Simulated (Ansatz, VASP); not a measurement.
**One calculation of TlRh2, two programs**

```
Tl Rh
1.0
     3.01475    0.00000    0.00000
    -1.50738    2.61085    0.00000
     0.00000    0.00000    6.57255
Tl Rh
1 2
Direct
  0.00000 0.00000 0.00000
  0.66667 0.33333 0.65297
  0.33333 0.66667 0.34703
```

Alike in both runs: functional PBE; k mesh 18 × 18 × 8; occupations gaussian, width 0.1 eV; no spin polarisation.

Ansatz relaxed the structure, and its values are those at the end. VASP's run is a single point on that final structure, the one shown.

|  | VASP | Ansatz |
| --- | --- | --- |
| version | VASP 6.6.1 | Ansatz 0.2.0 |
| potentials or method | VASP PAW PBE potentials, release 64 (Tl_d, Rh_pv), cutoff 520 eV | scalar-relativistic, plane waves, PAW |
| valence electrons in the cell | 43 | 47 |

```tsv
	VASP	Ansatz	Ansatz less VASP
gap on the k mesh at the Fermi level (eV)	none	none	-
pressure (GPa)	0.1	0.0	-0.05
rms of the force components (eV/Å)	0.004	0.002	-0.0021
```

A gap of «none» marks a metal or a gap that the smearing closes. VASP's potentials hold 43 valence electrons a cell and Ansatz's 47, so a difference there can come from the potentials and not from the codes.

Neither program's run includes spin-orbit coupling.
